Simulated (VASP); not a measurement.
Wanted: the native input for a VASP 6.6.1 run.

* Task: single point
* Functional: PBEsol
* Potentials or basis: VASP PAW PBE potentials, release 64 (Sn_d, Si)
* Cutoff: 500 eV
* k mesh: 2 × 2 × 2, shifted
* Occupations: gaussian, width 0.01 eV
* Spin: no spin polarisation
* Dipole correction: no
* Further INCAR settings: LREAL = Auto; ALGO = Normal; EDIFF = 1e-06; NBANDS = 56; ISYM = -1

The structure of Si7Sn lies in POSCAR:

```
Si7Sn
1.0
    0.0000000000      5.5655950000      5.5655950000
    5.5655950000      0.0000000000      5.5655950000
    5.5655950000      5.5655950000      0.0000000000
Sn Si
2 14
Direct
    0.0114980000      0.0056530000      0.9900950000
    0.9939270000      0.5053740000      0.4998640000
    0.5015470000      0.5035200000      0.5025010000
    0.1298090000      0.1147560000      0.1346420000
    0.6305020000      0.6253780000      0.6256850000
    0.0124990000      0.9811200000      0.5045360000
    0.4966450000      0.5061680000      0.0018260000
    0.1248720000      0.1219720000      0.6218940000
    0.6231110000      0.6193700000      0.1169900000
    0.0002050000      0.4963950000      0.0014140000
    0.4997850000      0.0009450000      0.4934820000
    0.1212570000      0.6294280000      0.1188120000
    0.6282380000      0.1236140000      0.6293630000
    0.4881660000      0.9962820000      0.0051820000
    0.6212510000      0.1226200000      0.1242940000
    0.1179570000      0.6323340000      0.6187050000
```

One way to write it, as run:

INCAR

```
ALGO = Normal
EDIFF = 1E-6
ENCUT = 500
GGA = PS
GGA_COMPAT = F
ISIF = 2
ISMEAR = 0
ISYM = -1
LASPH = T
LCHARG = F
LREAL = Auto
LWAVE = F
NBANDS = 56
NELM = 120
PREC = Accurate
SIGMA = 0.01
```

KPOINTS

```
explicit points
4
Reciprocal
  0.25000000   0.25000000   0.25000000 2
  0.25000000   0.25000000   0.75000000 2
  0.25000000   0.75000000   0.25000000 2
  0.25000000   0.75000000   0.75000000 2
```

Potentials or basis: VASP PAW PBE potentials, release 64 (Sn_d, Si).

The run is started by

```sh
$ cat potpaw_PBE.64/Sn_d/POTCAR potpaw_PBE.64/Si/POTCAR > POTCAR
$ mpirun -np 1 vasp_std > vasp.out
```

Results of the run:

```
Pressure               : 1.6 GPa
Largest force          : 3.346 eV/Å
Band gap on the k mesh : 0.84 eV
```

Caveat: the PAW data sets were made with another functional, which shifts forces and pressure a little; spin-orbit coupling is left out, which moves the levels of the heavy elements; a shifted mesh leaves out Γ, where band edges can lie.

Wall time 110 s on 1 thread of AMD EPYC 9R45 96-Core Processor (Zen 5), on a shared host, peak memory 0.44 GiB.
